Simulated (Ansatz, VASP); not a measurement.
Hf in VASP and in Ansatz

File INCAR:

```
SYSTEM = Hf
ALGO = Normal
EDIFF = 1E-6
ENCUT = 500
GGA = PE
GGA_COMPAT = .False.
ISIF = 2
ISMEAR = 0
LASPH = .True.
LCHARG = .True.
LELF = .True.
LREAL = .False.
LVHAR = .True.
LWAVE = .False.
NBANDS = 17
NELM = 120
PREC = Accurate
SIGMA = 0.15
```

File KPOINTS:

```
k-points
0
Gamma
  18 18 10
  0 0 0
```

Contents of POSCAR:

```
Hf
1.0
    3.4292000000      0.0000000000      0.0000000000
   -1.7146000000      2.9697743147      0.0000000000
    0.0000000000      0.0000000000      5.2704000000
Hf
2
Direct
    0.3333333333      0.6666666667      0.2500000000
    0.6666666667      0.3333333333      0.7500000000
```

Input for Ansatz:

```yaml
crystal:
  lattice:
    - [3.4292, 0.0, 0.0]
    - [-1.7146, 2.9697743147, 0.0]
    - [0.0, 0.0, 5.2704]
  atoms:
    - { symbol: Hf, position: [0.3333333333, 0.6666666667, 0.25] }
    - { symbol: Hf, position: [0.6666666667, 0.3333333333, 0.75] }
basis:
  ecutwfc: 420
kpoints:
  mp_grid: { grid: [18, 18, 10] }
hamiltonian:
  xc: pbe
scf:
  occupations: { method: gaussian, width: 0.15 }
output:
  forces: true
  stress: true
  eigenvalues: true
```

Alike in both runs: task single point; functional PBE; k mesh 18 × 18 × 10; occupations gaussian, width 0.15 eV; no spin polarisation.

|  | VASP | Ansatz |
| --- | --- | --- |
| version | VASP 6.6.1 | Ansatz 0.2.0 |
| potentials or method | VASP PAW PBE potentials, release 64 (Hf_pv), cutoff 500 eV | scalar-relativistic, plane waves, PAW |
| valence electrons in the cell | 20 | 52 |

VASP gave:

```
gap on the k mesh at the Fermi level (eV)                     : none
pressure (GPa)                                                : -14.1
traceless stress, the component that is largest in VASP (GPa) : 1.24
```

What did Ansatz give for the same quantities?

gap on the k mesh at the Fermi level (eV): none; pressure (GPa): -13.7; traceless stress, the component that is largest in VASP (GPa): 1.30.

A gap of «none» marks a metal or a gap that the smearing closes. VASP's potentials hold 20 valence electrons a cell and Ansatz's 52, so a difference there can come from the potentials and not from the codes.

Spin-orbit coupling is off throughout.
